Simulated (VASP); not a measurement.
# InP (I-4m2) in VASP: notebook

Runs on InP. Level: PBE. Tasks: single point.

All numbers are computed with VASP 6.6.1; they aren't measurements. Logs are shortened: lines on timing, memory, paths and dates and some standing lists are left out, and cuts for length are marked.

## 1. The cell of the first run

The structure is tetragonal, space group I-4m2 (No. 119). Conventional cell: a = 4.130 Å, b = 4.130 Å, c = 6.031 Å, α = 90.00°, β = 90.00°, γ = 90.00°. Within 3.4 Å of In (site symmetry -4m2) lie 4 P at 2.56 Å. Within 3.4 Å of P (site symmetry -4m2) lie 4 In at 2.56 Å.

## 2. Single point, PBE (biaxial strain in the a-b plane: -2.0 %)

INCAR

```
PREC     = Accurate       # precision mode
ENCUT    = 520            # plane-wave cutoff, eV
EDIFF    = 1E-7           # SCF threshold, eV
ISMEAR   = 0              # smearing method
SIGMA    = 0.02           # smearing width, eV
LREAL    = F              # projectors in reciprocal space
LASPH    = T              # aspherical terms in the spheres
NELM     = 60             # most SCF steps
ALGO     = Normal         # electronic algorithm
ISIF     = 2              # what is computed and relaxed
LWAVE    = F              # write WAVECAR
LCHARG   = F              # write CHGCAR
GGA      = PE             # functional
NBANDS   = 26             # bands
```

KPOINTS

```
regular mesh
0
Gamma
  8 8 6
```

POSCAR

```
InP
1.0
    2.9202961325      2.9202961325      0.0000000000
   -2.9202961325      2.9202961325      0.0000000000
    0.0000000000      0.0000000000      6.0313054818
In P
2 2
Direct
    0.0000000000      0.0000000000      0.0000000000
    0.5000000000      0.5000000000      0.5000000000
    0.5000000000      0.0000000000      0.7500000000
    0.0000000000      0.5000000000      0.2500000000
```

Potentials or basis: VASP PAW PBE potentials, release 64 (In_d, P).

Run with:

```sh
cat potpaw_PBE.64/In_d/POTCAR potpaw_PBE.64/P/POTCAR > POTCAR
mpirun -np 1 vasp_std > vasp.out
```

OUTCAR:

```text
PREC = Accurate
   ENCUT = 520
   EDIFF = 1E-7
   ISMEAR = 0
   LREAL = F
   LASPH = T
   NELM = 60
   ISIF = 2
   GGA = PE

 ion  position               nearest neighbor table
   1  0.000  0.000  0.000-   3 2.56   4 2.56   4 2.56   3 2.56
   2  0.500  0.500  0.500-   3 2.56   4 2.56   3 2.56   4 2.56
   3  0.500  0.000  0.750-   1 2.56   2 2.56   2 2.56   1 2.56
   4  0.000  0.500  0.250-   1 2.56   2 2.56   1 2.56   2 2.56

  LATTYP: Found a simple tetragonal cell.
 ALAT       =     4.1299223967
 C/A-ratio  =     1.4603919644

  Lattice vectors:

 A1 = (   2.9202961325,   2.9202961325,   0.0000000000)
 A2 = (  -2.9202961325,   2.9202961325,   0.0000000000)
 A3 = (   0.0000000000,   0.0000000000,   6.0313054818)

Analysis of symmetry for initial positions (statically):
=====================================================================
 Subroutine PRICEL returns following result:

  LATTYP: Found a body centered tetragonal cell.
 ALAT       =     4.1299223967
 C/A-ratio  =     1.4603919644

  Lattice vectors:

 A1 = (   2.9202961325,   0.0000000000,  -3.0156527409)
 A2 = (  -2.9202961325,   0.0000000000,  -3.0156527409)
 A3 = (   0.0000000000,   2.9202961325,   3.0156527409)

   2 primitive cells build up your supercell.

 Routine SETGRP: Setting up the symmetry group for a
 simple tetragonal supercell.

 Subroutine GETGRP returns: Found  8 space group operations
 (whereof  8 operations were pure point group operations)
 out of a pool of 16 trial point group operations.

The static configuration has the point symmetry D_2d.

Analysis of symmetry for dynamics (positions and initial velocities):
=====================================================================
 Subroutine PRICEL returns following result:

  LATTYP: Found a body centered tetragonal cell.
 ALAT       =     4.1299223967
 C/A-ratio  =     1.4603919644

  Lattice vectors:

 A1 = (   2.9202961325,   0.0000000000,  -3.0156527409)
 A2 = (  -2.9202961325,   0.0000000000,  -3.0156527409)
 A3 = (   0.0000000000,   2.9202961325,   3.0156527409)

   2 primitive cells build up your supercell.

 Routine SETGRP: Setting up the symmetry group for a
 simple tetragonal supercell.

 Subroutine GETGRP returns: Found  8 space group operations
 (whereof  8 operations were pure point group operations)
[... 93 lines left out ...]
   PREC   = accura    normal or accurate (medium, high low for compatibility)
   ISTART =      0    job   : 0-new  1-cont  2-samecut
   ICHARG =      2    charge: 1-file 2-atom 10-const
   ISPIN  =      1    spin polarized calculation?
   LNONCOLLINEAR =      F non collinear calculations
   LSORBIT =      F    spin-orbit coupling
   LASPH  =      T    aspherical Exc in radial PAW
   ENCUT  =  520.0 eV  38.22 Ry    6.18 a.u.   7.68  7.68 11.21*2*pi/ulx,y,z
   NELM   =     60;   NELMIN=  2; NELMDL= -5     # of ELM steps
   EDIFF  = 0.1E-06   stopping-criterion for ELM
   LREAL  =      F    real-space projection
   EDIFFG = 0.1E-05   stopping-criterion for IOM
   NSW    =      0    number of steps for IOM
   IBRION =     -1    ionic relax: 0-MD 1-quasi-New 2-CG
   NFREE  =      0    steps in history (QN), initial steepest desc. (CG)
   ISIF   =      2    stress and relaxation
   ISYM   =      2    0-nonsym 1-usesym 2-fastsym
   POTIM  = 0.5000    time-step for ionic-motion
   TEBEG  =    0.0;   TEEND  =   0.0 temperature during run
   PSTRESS=    0.0 pullay stress
   NELECT =      36.0000    total number of electrons
   NUPDOWN=      -1.0000    fix difference up-down
   EMIN   =  10.00;   EMAX   =-10.00  energy-range for DOS
   EFERMI =   0.00;   METHOD = LEGACY
   ISMEAR =     0;   SIGMA  =   0.02  broadening in eV -4-tet -1-fermi 0-gaus
   EFERMI_NEDOS =   21; number of points for ismear=-14 and -15
   IALGO  =     38    algorithm
   IMIX   =      4    mixing-type and parameters
     AMIX     =   0.40;   BMIX     =  1.00
     AMIX_MAG =   1.60;   BMIX_MAG =  1.00
  volume/ion in A,a.u.               =      25.72       173.55
  Fermi-wavevector in a.u.,A,eV,Ry     =   1.153659  2.180099 18.108376  1.330928
  Thomas-Fermi vector in A             =   2.290301
   LORBIT       =      0    0 simple, 1 ext, 2 COOP (PROOUT), +10 PAW based schemes
   GGA     = PE    functional components
   LHFCALC =     F    Hartree Fock is set to
   AEXX    =    0.0000 exact exchange contribution
   IVDW    =     0    specifies the selected vdW correction
   LEPSILON=     F    determine dielectric tensor
   LRPA    =     F    only Hartree local field effects (RPA)
 non-spin polarized calculation
 Gauss-broadening in eV      SIGMA  =   0.02
  energy-cutoff  :      520.00
  volume of cell :      102.87
 maximum number of plane-waves:      2795
 NGX is ok and might be reduce to    32
   NGX = 15   NGY = 15   NGZ = 23

 number of electron      35.9999989 magnetization

 Free energy of the ion-electron system (eV)
  ---------------------------------------------------
  ext. energy  EPLUGINS =         0.00000000
  ---------------------------------------------------
  free energy    TOTEN  =       -16.78976702 eV

  energy without entropy =      -16.78976702  energy(sigma->0) =      -16.78976702

 E-fermi :   5.1518     XC(G=0):  -9.1883

 val. band max:        5.0057353471   @ k =   0.0000   0.0000   0.0000
 cond. band min:       5.5424020433   @ k =   0.0000   0.0000   0.0000
 fundamental gap:      0.5366666962
 Fermi energy:         5.1518216622

 k-point     1 :       0.0000    0.0000    0.0000
  band No.  band energies     occupation
      1      -9.3617      2.00000
      2      -9.1996      2.00000
      3      -9.1851      2.00000
      4      -9.1851      2.00000
      5      -9.0919      2.00000
      6      -9.0919      2.00000
[... 685 lines left out ...]
     25      11.3716      0.00000
     26      11.3716      0.00000

 [... further k-points ...]
[... 5 lines left out ...]
  --------------------------------------------------------------------------------------
  -------------------------------------------------------------------------------------
  Total        1.4078812      1.4078812      0.5014451      0.0000000      0.0000000      0.0000000
  in kB       21.9271145     21.9271145      7.8097813      0.0000000      0.0000000      0.0000000
  external PRESSURE =      17.2213367 kB  Pullay stress =       0.0000000 kB

 VOLUME and BASIS-vectors are now :
 -----------------------------------------------------------------------------
  energy-cutoff  :      520.00
  volume of cell :      102.87
      direct lattice vectors                 reciprocal lattice vectors
     2.920296132  2.920296132  0.000000000     0.171215513  0.171215513  0.000000000
    -2.920296132  2.920296132  0.000000000    -0.171215513  0.171215513  0.000000000
     0.000000000  0.000000000  6.031305482     0.000000000  0.000000000  0.165801584

 POSITION                                       TOTAL-FORCE (eV/Angst)
 -----------------------------------------------------------------------------------
      0.00000      0.00000      0.00000        -0.000000     -0.000000     -0.000000
      0.00000      2.92030      3.01565        -0.000000     -0.000000     -0.000000
      1.46015      1.46015      4.52348         0.000000      0.000000     -0.000000
     -1.46015      1.46015      1.50783         0.000000      0.000000      0.000000
 -----------------------------------------------------------------------------------
    total drift:                               -0.000000      0.000000     -0.000000

  FREE ENERGIE OF THE ION-ELECTRON SYSTEM (eV)
  ---------------------------------------------------
  free  energy   TOTEN  =       -16.7897670179 eV

  energy  without entropy=      -16.7897670179  energy(sigma->0) =      -16.78976702
```

OSZICAR:

```text
N       E                     dE             d eps       ncg     rms          rms(c)
DAV:   1     0.302176911003E+03    0.30218E+03   -0.16518E+04  3128   0.157E+03
DAV:   2     0.138821718788E+02   -0.28829E+03   -0.27908E+03  3166   0.380E+02
DAV:   3    -0.162928699698E+02   -0.30175E+02   -0.29729E+02  3926   0.136E+02
DAV:   4    -0.175469376192E+02   -0.12541E+01   -0.12506E+01  3808   0.282E+01
DAV:   5    -0.176150901807E+02   -0.68153E-01   -0.68141E-01  4914   0.602E+00    0.782E+00
DAV:   6    -0.168299944836E+02    0.78510E+00   -0.13794E+00  4304   0.156E+01    0.459E+00
DAV:   7    -0.167913093689E+02    0.38685E-01   -0.60594E-01  4838   0.432E+00    0.174E+00
DAV:   8    -0.167891582642E+02    0.21511E-02   -0.66394E-02  4622   0.284E+00    0.587E-01
DAV:   9    -0.167893607385E+02   -0.20247E-03   -0.97795E-03  4346   0.145E+00    0.211E-01
DAV:  10    -0.167895631240E+02   -0.20239E-03   -0.10260E-03  4228   0.308E-01    0.145E-01
DAV:  11    -0.167897646484E+02   -0.20152E-03   -0.66575E-04  3912   0.183E-01    0.122E-01
DAV:  12    -0.167897654618E+02   -0.81336E-06   -0.52463E-05  3436   0.438E-02    0.492E-02
DAV:  13    -0.167897658575E+02   -0.39575E-06   -0.33883E-06  4222   0.100E-02    0.359E-02
DAV:  14    -0.167897669682E+02   -0.11107E-05   -0.18648E-06  2894   0.989E-03    0.233E-02
DAV:  15    -0.167897669737E+02   -0.54883E-08   -0.14640E-06  3146   0.538E-03    0.972E-03
DAV:  16    -0.167897670179E+02   -0.44187E-07   -0.12009E-07  2518   0.211E-03
   1 F= -.16789767E+02 E0= -.16789767E+02  d E =-.396486E-27
```

Run time: 89 s. Hardware: 1 thread of AMD EPYC 9R45 (Zen 5), shared host; peak memory 0.25 GiB.

Results:

```
Free energy            : -16.7898 eV
Pressure               : 1.7 GPa
Band gap on the k mesh : 0.54 eV
```

Stress tensor (GPa, compression positive):
```
2.19 0.00 0.00
0.00 2.19 0.00
0.00 0.00 0.78
```

Caveat: the cell differs from its parent crystal (biaxial strain in the a-b plane: -2.0 %); spin-orbit coupling is left out, which moves the levels of the heavy elements.

## 3. Single point, PBE (biaxial strain in the a-b plane: -2.0 %, then relaxed in part)

INCAR

```
PREC = Accurate
ENCUT = 520
EDIFF = 1E-6
ISMEAR = 0
SIGMA = 0.02
LREAL = False
LASPH = True
NELM = 100
ALGO = Normal
ISIF = 2
LWAVE = False
LCHARG = False
GGA = PE
NBANDS = 26
```

KPOINTS is that of step 2.

POSCAR: that of step 2 with these lines changed.

```diff
@@ -4,3 +4,3 @@
    -2.9202961325      2.9202961325      0.0000000000
-    0.0000000000      0.0000000000      6.0313054818
+    0.0000000000      0.0000000000      6.0820413157
 In P
```

Potentials or basis: VASP PAW PBE potentials, release 64 (In_d, P).

Run with:

```sh
cat potpaw_PBE.64/In_d/POTCAR potpaw_PBE.64/P/POTCAR > POTCAR
mpirun -np 1 vasp_std > vasp.out
```

Run time: 69 s. Hardware: 1 thread of AMD EPYC 9R45 (Zen 5), shared host; peak memory 0.26 GiB.

It converged, with:

```
Free energy            : -16.7920 eV
Pressure               : 1.1 GPa
Band gap on the k mesh : 0.47 eV
```

Stress tensor (GPa, compression positive):
```
 1.73  0.00  0.00
 0.00  1.73  0.00
 0.00  0.00 -0.08
```

Levels at points of the mesh, in eV from the valence-band top:
```csv
k point,band 16,band 17,band 18,band 19,band 20,band 21
"(0.00, 0.00, 0.00)",-0.20,0.00,0.00,0.47,1.90,2.44
"(0.50, 0.00, 0.00)",-2.88,-0.90,-0.90,3.01,3.01,4.92
"(0.50, 0.50, 0.00)",-2.36,-2.34,-2.34,1.68,1.68,2.09
"(0.00, 0.00, 0.50)",-1.29,-1.29,-1.29,2.62,2.62,2.97
"(0.50, 0.00, 0.50)",-1.12,-0.86,-0.86,1.34,1.34,4.64
"(0.50, 0.50, 0.50)",-2.89,-2.84,-2.84,3.98,3.98,4.07
```

Caveat: the cell differs from its parent crystal (biaxial strain in the a-b plane: -2.0 %, then relaxed in part); spin-orbit coupling is left out, which moves the levels of the heavy elements.
